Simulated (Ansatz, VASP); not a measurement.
**RuCl2 in VASP and in Ansatz**

Contents of INCAR:

```
PREC = Accurate ; ENCUT = 560
EDIFF = 1E-6 ; ISMEAR = 0
SIGMA = 0.05 ; LREAL = F
LASPH = T ; NELM = 200
ALGO = Normal ; ISIF = 2
LWAVE = F ; LCHARG = T
ISPIN = 2 ; MAGMOM = 1 0 0
LORBIT = 11 ; NUPDOWN = 1.0
LMAXMIX = 4 ; GGA = PS
LELF = T ; LVHAR = T
NBANDS = 26 ; GGA_COMPAT = F
```

Contents of KPOINTS:

```
Automatic mesh
0
Gamma
  6 6 4
```

The input POSCAR:

```
RuCl2
1.0
    3.5496909800      0.0000000000      0.0000000000
   -1.7748454900      3.0741225600      0.0000000000
    0.0000000000      0.0000000000      5.7263882700
Ru Cl
1 2
Direct
    0.0000000000      0.0000000000      0.0000000000
    0.3333333333      0.6666666667      0.2520000000
    0.6666666667      0.3333333333      0.7480000000
```

File input.yaml:

```yaml
crystal:
  lattice:
    - [3.54969098, 0.0, 0.0]
    - [-1.77484549, 3.07412256, 0.0]
    - [0.0, 0.0, 5.72638827]
  atoms:
    - { symbol: Ru, position: [0.0, 0.0, 0.0], spin: 1.0 }
    - { symbol: Cl, position: [0.3333333333, 0.6666666667, 0.252] }
    - { symbol: Cl, position: [0.6666666667, 0.3333333333, 0.748] }
hamiltonian:
  xc: pbesol
  pseudopotentials: { kind: paw }
magnetization:
  spin_polarized: true
  initial_magnetization: 1.0
  spin_locking: { lock_magnetization: hard }
kpoints:
  mp_grid: { grid: [6, 6, 4] }
scf:
  occupations: { method: gaussian, width: 0.05 }
output:
  forces: true
  stress: true
  eigenvalues: true
  write_density: true
  write_potential: true
  elf: true
  volumetric_format: npy
```

Alike in both runs: task single point; functional PBEsol; k mesh 6 × 6 × 4; occupations gaussian, width 0.05 eV; collinear spin; fixed moment 1 μB.

```csv
,VASP,Ansatz
version,VASP 6.6.1,Ansatz 0.2.0
potentials or method,"VASP PAW PBE potentials, release 64 (Ru_sv, Cl)",Ansatz PAW
plane-wave cutoff (eV),560,420
valence electrons in the cell,30,30
```

|  | VASP | Ansatz | Ansatz less VASP |
| --- | --- | --- | --- |
| pressure (GPa) | -8.6 | -8.5 | +0.11 |
| traceless stress, the component that is largest in VASP (GPa) | 0.38 | 0.34 | -0.039 |
| rms of the force components (eV/Å) | 0.566 | 0.566 | -0.0004 |
| net moment per atom (μB) | 0.33 | 0.33 | 0.000 |
| size of the moment on the site where the two differ most (μB) | 0.81 | 0.79 | -0.021 |

VASP's potentials were made for PBE, not for PBEsol. Site moments also hang on the region over which each program counts them. Atom by atom the forces differ by 0.000 eV/Å (rms over components).
